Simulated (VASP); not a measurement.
# MnS (F-43m) in VASP: notebook

The runs below take MnS through single point, relaxation of cell and atoms, with LDA.

Program: VASP 6.6.1. These are calculated values, not measurements. Logs are shortened: lines on timing, memory, paths and dates and some standing lists are left out, and cuts for length are marked.

### Step 1. The cell of the first run

The structure is cubic, space group F-43m (No. 216). Conventional cell: a = 4.836 Å, b = 4.836 Å, c = 4.836 Å, α = 90.00°, β = 90.00°, γ = 90.00°. Within 2.8 Å of Mn (site symmetry -43m) lie 4 S at 2.09 Å. S (site symmetry -43m) has 4 Mn at 2.09 Å within 2.8 Å.

### Step 2. Single point, LDA (volume scaled by 0.98)

Input file INCAR:

```
SYSTEM = MnS
PREC = Accurate
ENCUT = 520
EDIFF = 1E-6
ISMEAR = 0
SIGMA = 0.2
LREAL = .False.
LASPH = .True.
NELM = 100
ALGO = Normal
ISIF = 2
LWAVE = .False.
LCHARG = .True.
LELF = .True.
LVHAR = .True.
NBANDS = 16
```

Input file KPOINTS:

```
regular mesh
0
Gamma
  14 14 14
  0 0 0
```

Input file POSCAR:

```
MnS
1.0
    0.0000000000      2.4181454520      2.4181454520
    2.4181454520      0.0000000000      2.4181454520
    2.4181454520      2.4181454520      0.0000000000
Mn S
1 1
Direct
    0.0000000000      0.0000000000      0.0000000000
    0.7500000000      0.7500000000      0.7500000000
```

Potentials or basis: VASP PAW LDA potentials, release 64 (Mn_pv, S).

The run is started by

```
$ cat potpaw_LDA.64/Mn_pv/POTCAR potpaw_LDA.64/S/POTCAR > POTCAR
$ mpirun -np 1 vasp_std > vasp.out
```

OUTCAR:

```text
SYSTEM = MnS
   PREC = Accurate
   ENCUT = 520
   EDIFF = 1E-6
   ISMEAR = 0
   LREAL = .False.
   LASPH = .True.
   NELM = 100
   ISIF = 2

 ion  position               nearest neighbor table
   1  0.000  0.000  0.000-   2 2.09   2 2.09   2 2.09   2 2.09
   2  0.750  0.750  0.750-   1 2.09   1 2.09   1 2.09   1 2.09

  LATTYP: Found a face centered cubic cell.
 ALAT       =     4.8362909040

  Lattice vectors:

 A1 = (   0.0000000000,   2.4181454520,   2.4181454520)
 A2 = (   2.4181454520,   0.0000000000,   2.4181454520)
 A3 = (   2.4181454520,   2.4181454520,   0.0000000000)

Analysis of symmetry for initial positions (statically):
=====================================================================
 Subroutine PRICEL returns:
 Original cell was already a primitive cell.

 Routine SETGRP: Setting up the symmetry group for a
 face centered cubic supercell.

 Subroutine GETGRP returns: Found 24 space group operations
 (whereof 24 operations were pure point group operations)
 out of a pool of 48 trial point group operations.

The static configuration has the point symmetry T_d .

Analysis of symmetry for dynamics (positions and initial velocities):
=====================================================================
 Subroutine PRICEL returns:
 Original cell was already a primitive cell.

 Routine SETGRP: Setting up the symmetry group for a
 face centered cubic supercell.

 Subroutine GETGRP returns: Found 24 space group operations
 (whereof 24 operations were pure point group operations)
 out of a pool of 48 trial point group operations.

The dynamic configuration has the point symmetry T_d .

 Subroutine INISYM returns: Found 24 space group operations
 (whereof 24 operations are pure point group operations),
 and found     1 'primitive' translations

----------------------------------------------------------------------------------------

                                     Primitive cell

  volume of cell :      28.2799

  direct lattice vectors                    reciprocal lattice vectors
     0.000000000  2.418145452  2.418145452    -0.206770027  0.206770027  0.206770027
     2.418145452  0.000000000  2.418145452     0.206770027 -0.206770027  0.206770027
     2.418145452  2.418145452  0.000000000     0.206770027  0.206770027 -0.206770027

  length of vectors
     3.419774094  3.419774094  3.419774094     0.358136192  0.358136192  0.358136192

  position of ions in fractional coordinates (direct lattice)
     0.000000000  0.000000000  0.000000000
     0.750000000  0.750000000  0.750000000

  ion indices of the primitive-cell ions
   primitive index   ion index
                 1           1
                 2           2

----------------------------------------------------------------------------------------

 KPOINTS: regular mesh

Automatic generation of k-mesh.
 Grid dimensions read from file:
 generate k-points for:   14   14   14

 Generating k-lattice:

  Cartesian coordinates                     Fractional coordinates (reciprocal lattice)
    -0.014769288  0.014769288  0.014769288     0.071428571  0.000000000  0.000000000
     0.014769288 -0.014769288  0.014769288     0.000000000  0.071428571  0.000000000
     0.014769288  0.014769288 -0.014769288     0.000000000  0.000000000  0.071428571

  Length of vectors
     0.025581157  0.025581157  0.025581157

  Shift w.r.t. Gamma in fractional coordinates (k-lattice)
     0.000000000  0.000000000  0.000000000

 Subroutine IBZKPT returns following result:
 ===========================================

 Found    104 irreducible k-points:

 Following reciprocal coordinates:
            Coordinates               Weight
  0.000000  0.000000  0.000000      1.000000
  0.071429  0.000000  0.000000      8.000000
  0.142857  0.000000  0.000000      8.000000
  0.214286  0.000000  0.000000      8.000000
  0.285714  0.000000  0.000000      8.000000
  0.357143  0.000000  0.000000      8.000000
[... 16 lines left out ...]
  0.214286  0.142857  0.000000     24.000000
  0.285714  0.142857  0.000000     24.000000
 [... further k-points ...]
   k-points           NKPTS =    104   k-points in BZ     NKDIM =    104   number of bands    NBANDS=     16
   number of dos      NEDOS =    301   number of ions     NIONS =      2
   total plane-waves  NPLWV =  21952
   dimension x,y,z NGX =    28 NGY =   28 NGZ =   28
   dimension x,y,z NGXF=    56 NGYF=   56 NGZF=   56
   ions per type =               1   1
   NGX,Y,Z   is equivalent  to a cutoff of  13.61, 13.61, 13.61 a.u.
   NGXF,Y,Z  is equivalent  to a cutoff of  27.22, 27.22, 27.22 a.u.
 SYSTEM =  MnS
   PREC   = accura    normal or accurate (medium, high low for compatibility)
   ISTART =      0    job   : 0-new  1-cont  2-samecut
   ICHARG =      2    charge: 1-file 2-atom 10-const
   ISPIN  =      1    spin polarized calculation?
   LNONCOLLINEAR =      F non collinear calculations
   LSORBIT =      F    spin-orbit coupling
   LASPH  =      T    aspherical Exc in radial PAW
   ENCUT  =  520.0 eV  38.22 Ry    6.18 a.u.   6.36  6.36  6.36*2*pi/ulx,y,z
   NELM   =    100;   NELMIN=  2; NELMDL= -5     # of ELM steps
   EDIFF  = 0.1E-05   stopping-criterion for ELM
   LREAL  =      F    real-space projection
   EDIFFG = 0.1E-04   stopping-criterion for IOM
   NSW    =      0    number of steps for IOM
   IBRION =     -1    ionic relax: 0-MD 1-quasi-New 2-CG
   NFREE  =      0    steps in history (QN), initial steepest desc. (CG)
   ISIF   =      2    stress and relaxation
   ISYM   =      2    0-nonsym 1-usesym 2-fastsym
   POTIM  = 0.5000    time-step for ionic-motion
   TEBEG  =    0.0;   TEEND  =   0.0 temperature during run
   PSTRESS=    0.0 pullay stress
   NELECT =      19.0000    total number of electrons
   NUPDOWN=      -1.0000    fix difference up-down
   EMIN   =  10.00;   EMAX   =-10.00  energy-range for DOS
   EFERMI =   0.00;   METHOD = LEGACY
   ISMEAR =     0;   SIGMA  =   0.20  broadening in eV -4-tet -1-fermi 0-gaus
   EFERMI_NEDOS =   21; number of points for ismear=-14 and -15
   IALGO  =     38    algorithm
   IMIX   =      4    mixing-type and parameters
     AMIX     =   0.40;   BMIX     =  1.00
     AMIX_MAG =   1.60;   BMIX_MAG =  1.00
  volume/ion in A,a.u.               =      14.14        95.42
  Fermi-wavevector in a.u.,A,eV,Ry     =   1.433839  2.709562 27.972126  2.055893
  Thomas-Fermi vector in A             =   2.553313
   LORBIT       =      0    0 simple, 1 ext, 2 COOP (PROOUT), +10 PAW based schemes
   GGA     = CA    functional components
   LHFCALC =     F    Hartree Fock is set to
   AEXX    =    0.0000 exact exchange contribution
   IVDW    =     0    specifies the selected vdW correction
   LEPSILON=     F    determine dielectric tensor
   LRPA    =     F    only Hartree local field effects (RPA)
 non-spin polarized calculation
 Gauss-broadening in eV      SIGMA  =   0.20
  energy-cutoff  :      520.00
  volume of cell :       28.28
 maximum number of plane-waves:       778
 NGX is ok and might be reduce to    28
   NGX = 13   NGY = 13   NGZ = 13

 number of electron      19.0000011 magnetization

 Free energy of the ion-electron system (eV)
  ---------------------------------------------------
  ext. energy  EPLUGINS =         0.00000000
  ---------------------------------------------------
  free energy    TOTEN  =       -15.60676310 eV

  energy without entropy =      -15.56209587  energy(sigma->0) =      -15.58442949

 E-fermi :   8.0195     XC(G=0): -11.8913

 val. band max:        8.0061122168   @ k =  -0.2857   0.2143   0.0714
 cond. band min:       8.0485651753   @ k =  -0.3571   0.0714   0.0000
 fundamental gap:      0.0424529585
 Fermi energy:         8.0195351306

 k-point     1 :       0.0000    0.0000    0.0000
  band No.  band energies     occupation
      1     -39.2707      2.00000
      2     -39.2707      2.00000
      3     -39.2707      2.00000
      4      -7.5270      2.00000
      5       3.0975      2.00000
      6       3.0975      2.00000
[... 8 lines left out ...]
     15      16.1946      0.00000
     16      16.1946      0.00000

 k-point     2 :       0.0714    0.0000    0.0000
  band No.  band energies     occupation
      1     -39.2726      2.00000
      2     -39.2710      2.00000
      3     -39.2710      2.00000
      4      -7.4664      2.00000
      5       2.9894      2.00000
      6       3.1193      2.00000
[... 8 lines left out ...]
     15      16.3198      0.00000
     16      16.3198      0.00000

 k-point     3 :       0.1429    0.0000    0.0000
  band No.  band energies     occupation
      1     -39.2778      2.00000
      2     -39.2718      2.00000
      3     -39.2718      2.00000
      4      -7.2916      2.00000
      5       2.6975      2.00000
      6       3.1782      2.00000
[... 8 lines left out ...]
     15      16.6301      0.00000
     16      16.6301      0.00000

 k-point     4 :       0.2143    0.0000    0.0000
  band No.  band energies     occupation
      1     -39.2853      2.00000
      2     -39.2729      2.00000
      3     -39.2729      2.00000
      4      -7.0242      2.00000
      5       2.2964      2.00000
      6       3.2569      2.00000
[... 8 lines left out ...]
     15      16.9491      0.00000
     16      16.9491      0.00000
[... 324 lines left out ...]
 k-point    22 :       0.1429    0.1429    0.0000
  band No.  band energies     occupation
      1     -39.2778      2.00000
      2     -39.2733      2.00000
      3     -39.2733      2.00000
      4      -7.2130      2.00000
      5       2.6131      2.00000
      6       3.1993      2.00000
[... 8 lines left out ...]
     15      17.2048      0.00000
     16      17.2048      0.00000

 k-point    23 :       0.2143    0.1429    0.0000
  band No.  band energies     occupation
      1     -39.2827      2.00000
      2     -39.2747      2.00000
      3     -39.2744      2.00000
      4      -7.0142      2.00000
      5       2.3498      2.00000
      6       3.2534      2.00000
[... 8 lines left out ...]
     15      17.3737      0.00000
     16      17.6449      0.00000

 k-point    24 :       0.2857    0.1429    0.0000
  band No.  band energies     occupation
      1     -39.2894      2.00000
      2     -39.2760      2.00000
      3     -39.2757      2.00000
      4      -6.7398      2.00000
      5       2.0324      2.00000
      6       3.2871      2.00000
[... 8 lines left out ...]
     15      17.1472      0.00000
     16      17.9261      0.00000

 [... further k-points ...]
[... 5 lines left out ...]
  --------------------------------------------------------------------------------------
  -------------------------------------------------------------------------------------
  Total        0.6574756      0.6574756      0.6574756      0.0000000      0.0000000     -0.0000000
  in kB       37.2488607     37.2488607     37.2488607      0.0000000      0.0000000     -0.0000000
  external PRESSURE =      37.2488607 kB  Pullay stress =       0.0000000 kB

 VOLUME and BASIS-vectors are now :
 -----------------------------------------------------------------------------
  energy-cutoff  :      520.00
  volume of cell :       28.28
      direct lattice vectors                 reciprocal lattice vectors
     0.000000000  2.418145452  2.418145452    -0.206770027  0.206770027  0.206770027
     2.418145452  0.000000000  2.418145452     0.206770027 -0.206770027  0.206770027
     2.418145452  2.418145452  0.000000000     0.206770027  0.206770027 -0.206770027

 POSITION                                       TOTAL-FORCE (eV/Angst)
 -----------------------------------------------------------------------------------
      0.00000      0.00000      0.00000        -0.000000     -0.000000     -0.000000
      3.62722      3.62722      3.62722         0.000000      0.000000      0.000000
 -----------------------------------------------------------------------------------
    total drift:                               -0.000001     -0.000001     -0.000001

  FREE ENERGIE OF THE ION-ELECTRON SYSTEM (eV)
  ---------------------------------------------------
  free  energy   TOTEN  =       -15.6067631018 eV

  energy  without entropy=      -15.5620958725  energy(sigma->0) =      -15.58442949
```

Run time: 31 s. Hardware: 1 thread of Intel Xeon Platinum 8488C (Sapphire Rapids), shared host; peak memory 0.17 GiB.

Results:

```
Free energy : -15.6068 eV
Pressure    : 3.7 GPa
```

Caveat: the run has no spin polarisation, though such a crystal can be magnetic; semilocal functionals often make such compounds metallic where correlation or magnetic order opens a gap, which also shifts bond lengths.

[end of part 1 of 3]
